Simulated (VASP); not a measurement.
Wanted: the native input for a VASP 6.6.1 run.

| Property | Result |
| --- | --- |
| Task | single point |
| Functional | PBE |
| Potentials or basis | VASP PAW PBE potentials, release 64 (Sn_d, O) |
| Cutoff | 520 eV |
| k mesh | 2 × 2 × 2 |
| Occupations | fermi-dirac, width 0.3 eV |
| Spin | no spin polarisation |
| Dipole correction | no |
| Further INCAR settings | LREAL = Auto; ALGO = Normal; EDIFF = 1e-06; NBANDS = 122 |

The structure of SnO2 lies in POSCAR:

```
SnO2
1.0
   -4.8429440000     -4.8429440000      0.0000000000
    4.8429440000     -4.8429440000      0.0000000000
    0.0000000000      0.0000000000      6.5201820000
Sn O
8 16
Direct
    0.0116045116      0.5487158224      0.2147332697
    0.4984055153      0.5095970550     -0.0292016388
   -0.0122962396      0.5222959423      0.7333997732
    0.5006562124      0.4648515448      0.4594503650
    0.4928923399     -0.0119452135      0.2313278985
    0.0105411089      0.0238594541     -0.0487256337
    0.4935427707      0.0072270090      0.7339979160
   -0.0020855083      0.0450758877      0.4454016774
    0.0351439125      0.2049992732      0.1834151255
    0.0469549101      0.8175605582      0.2283525214
    0.1973076707      0.5354697473     -0.0379283891
    0.8005151412      0.4799043722      0.0051532304
    0.0394491450      0.2049476517      0.7338598831
    0.0591582310      0.8447547607      0.6749658215
    0.1720544363      0.5117651577      0.4612754675
    0.7983263899      0.4984881097      0.4962131425
    0.5366157445      0.6881970966      0.2517107651
    0.5177429266      0.3127023563      0.1879855501
    0.6995435008     -0.0769469975     -0.0709949508
    0.3102554975     -0.1042650916     -0.0019171244
    0.5496140364      0.6806706830      0.7097654636
    0.4391337170      0.3154486197      0.7012534313
    0.7188499392      0.0285673342      0.4487451424
    0.3137760833      0.0333061873      0.4759529719
```

One way to write it, as run:

INCAR

```
SYSTEM = SnO2
ALGO = Normal
EDIFF = 1E-6
ENCUT = 520
GGA = PE
ISIF = 2
ISMEAR = -1
LASPH = .True.
LCHARG = .False.
LREAL = Auto
LWAVE = .False.
NBANDS = 122
NELM = 80
PREC = Accurate
SIGMA = 0.3
```

KPOINTS

```
k-points
0
Gamma
  2 2 2
  0 0 0
```

Potentials or basis: VASP PAW PBE potentials, release 64 (Sn_d, O).

Launch:

```sh
$ cat potpaw_PBE.64/Sn_d/POTCAR potpaw_PBE.64/O/POTCAR > POTCAR
$ mpirun -np 1 vasp_std > vasp.out
```

It gave:

The pressure is 3.2 GPa. The largest force is 4.194 eV/Å.

Caveat: the k points lie up to 0.48 Å⁻¹ apart; the atoms stand as in a frame of molecular dynamics; so wide a smearing shifts energies and pressures; forces of over 1 eV/Å act on the atoms, so gaps and moduli don't describe the material at rest.

Wall time 15 min on 1 thread of AMD EPYC 7R43 64-Core Processor (Zen 3), with other jobs on the host, peak memory 0.4 GiB.
